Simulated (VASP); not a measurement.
# WSe2: relaxation of the atoms with PBE+D3(BJ)

WSe2, a slab with vacuum:

```
Se W
1.0
     6.55806    0.00000    0.00000
    -3.27903    5.67944    0.00000
     0.00000    0.00000   25.76305
Se W
16 8
Direct
  0.16667 0.33333 0.31052
  0.16667 0.83333 0.31052
  0.66667 0.33333 0.31052
  0.66667 0.83333 0.31052
  0.16667 0.33333 0.44128
  0.16667 0.83333 0.44128
  0.66667 0.33333 0.44128
  0.66667 0.83333 0.44128
  0.33333 0.16667 0.55872
  0.33333 0.66667 0.55872
  0.83333 0.16667 0.55872
  0.83333 0.66667 0.55872
  0.33333 0.16667 0.68948
  0.33333 0.66667 0.68948
  0.83333 0.16667 0.68948
  0.83333 0.66667 0.68948
  0.33333 0.16667 0.37590
  0.33333 0.66667 0.37590
  0.83333 0.16667 0.37590
  0.83333 0.66667 0.37590
  0.16667 0.33333 0.62410
  0.16667 0.83333 0.62410
  0.66667 0.33333 0.62410
  0.66667 0.83333 0.62410
```

- Program: VASP 6.6.1
- Task: relaxation of the atoms
- Functional: PBE
- Dispersion: D3(BJ)
- Potentials or basis: VASP PAW PBE potentials, release 64 (Se, W_sv)
- Cutoff: 520 eV
- k mesh: 3 × 3 × 1
- Occupations: gaussian, width 0.05 eV
- Spin: no spin polarisation
- Dipole correction: yes
- Atoms held fixed (from 0): [0, 1, 2, 3, 4, 5, 6, 7, 16, 17, 18, 19]
- Further INCAR settings: LREAL = Auto; ALGO = Normal; EDIFF = 1e-07; IBRION = 2; EDIFFG = -0.03; NSW = 90

```json
{
  "Energy gained by relaxing": "0.1 meV/atom",
  "Ionic steps": "2",
  "Band gap on the k mesh": "1.28 eV",
  "Dispersion energy per atom": "-0.405 eV"
}
```

The path:
```tsv
step	energy change (eV)	largest force on free atoms (eV/Å)	pressure (GPa)
1	0.0000	0.0824	0.30
2	-0.0013	0.0104	0.21
```

Final structure:
```cif
data_structure
_symmetry_space_group_name_H-M 'P 1'
_symmetry_Int_Tables_number 1
_cell_length_a 6.5581
_cell_length_b 6.5581
_cell_length_c 25.7631
_cell_angle_alpha 90.000
_cell_angle_beta 90.000
_cell_angle_gamma 120.000
_cell_volume 959.57
loop_
_atom_site_label
_atom_site_type_symbol
_atom_site_fract_x
_atom_site_fract_y
_atom_site_fract_z
_atom_site_occupancy
Se1 Se 0.16667 0.33333 0.31052 1
Se2 Se 0.16667 0.83333 0.31052 1
Se3 Se 0.66667 0.33333 0.31052 1
Se4 Se 0.66667 0.83333 0.31052 1
Se5 Se 0.16667 0.33333 0.44128 1
Se6 Se 0.16667 0.83333 0.44128 1
Se7 Se 0.66667 0.33333 0.44128 1
Se8 Se 0.66667 0.83333 0.44128 1
Se9 Se 0.33333 0.16667 0.55857 1
Se10 Se 0.33333 0.66667 0.55857 1
Se11 Se 0.83333 0.16667 0.55857 1
Se12 Se 0.83333 0.66667 0.55857 1
Se13 Se 0.33333 0.16667 0.68963 1
Se14 Se 0.33333 0.66667 0.68963 1
Se15 Se 0.83333 0.16667 0.68963 1
Se16 Se 0.83333 0.66667 0.68963 1
W1 W 0.33333 0.16667 0.37590 1
W2 W 0.33333 0.66667 0.37590 1
W3 W 0.83333 0.16667 0.37590 1
W4 W 0.83333 0.66667 0.37590 1
W5 W 0.16667 0.33333 0.62409 1
W6 W 0.16667 0.83333 0.62409 1
W7 W 0.66667 0.33333 0.62409 1
W8 W 0.66667 0.83333 0.62409 1
```

Levels at points of the mesh, in eV from the valence-band top:
| k point | band 101 | band 102 | band 103 | band 104 | band 105 | band 106 | band 107 | band 108 |
| --- | --- | --- | --- | --- | --- | --- | --- | --- |
| (0.00, 0.00, 0.00) | -0.93 | -0.93 | -0.75 | 0.00 | 2.35 | 2.35 | 2.35 | 2.37 |

Wall time 3.5 min on 1 × NVIDIA H100 80GB with 1 thread of AMD EPYC 7R13 Processor (Zen 3), on a shared host, peak memory 1.8 GiB.

Caveat: spin-orbit coupling is left out, which moves the levels of the heavy elements.
